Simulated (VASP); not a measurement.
Set up this calculation in VASP 6.6.1, as the native input.

- Task: single point
- Functional: PBE
- Potentials or basis: VASP PAW PBE potentials, release 64 (Cs_sv, Pb_d, Cl)
- Cutoff: 520 eV
- k mesh: 4 × 4 × 4
- Occupations: fermi-dirac, width 0.02 eV
- Spin: no spin polarisation
- Dipole correction: no
- Further INCAR settings: ALGO = Normal; EDIFF = 1e-06; NBANDS = 30

The structure of CsPbCl3 lies in POSCAR:

```
CsPbCl3
1.0
    5.6770717179      0.0000000000      0.0000000000
    0.0000000000      5.6770717179      0.0000000000
    0.0000000000      0.0000000000      5.6770717179
Cs Pb Cl
1 1 3
Direct
    0.0000000000      0.0000000000      0.0000000000
    0.5000000000      0.5000000000      0.5000000000
    0.5000000000      0.5000000000      0.0000000000
    0.5000000000      0.0000000000      0.5000000000
    0.0000000000      0.5000000000      0.5000000000
```

The input as run:

INCAR

```
ALGO = Normal
EDIFF = 1E-6
ENCUT = 520
GGA = PE
ISIF = 2
ISMEAR = -1
LASPH = T
LCHARG = F
LREAL = F
LWAVE = F
NBANDS = 30
NELM = 100
PREC = Accurate
SIGMA = 0.02
```

KPOINTS

```
k-points
0
Gamma
  4 4 4
```

Potentials or basis: VASP PAW PBE potentials, release 64 (Cs_sv, Pb_d, Cl).

The run is started by

```console
$ cat potpaw_PBE.64/Cs_sv/POTCAR potpaw_PBE.64/Pb_d/POTCAR potpaw_PBE.64/Cl/POTCAR > POTCAR
$ mpirun -np 1 vasp_std > vasp.out
```

It gave:

- Pressure: 0.7 GPa
- Band gap on the k mesh: 2.10 eV, direct

Caveat: spin-orbit coupling is left out, which moves the levels of the heavy elements.

Run time: 25 s on 1 thread of Intel(R) Xeon(R) 6975P-C (Granite Rapids), with other jobs on the host, peak memory 0.27 GiB.
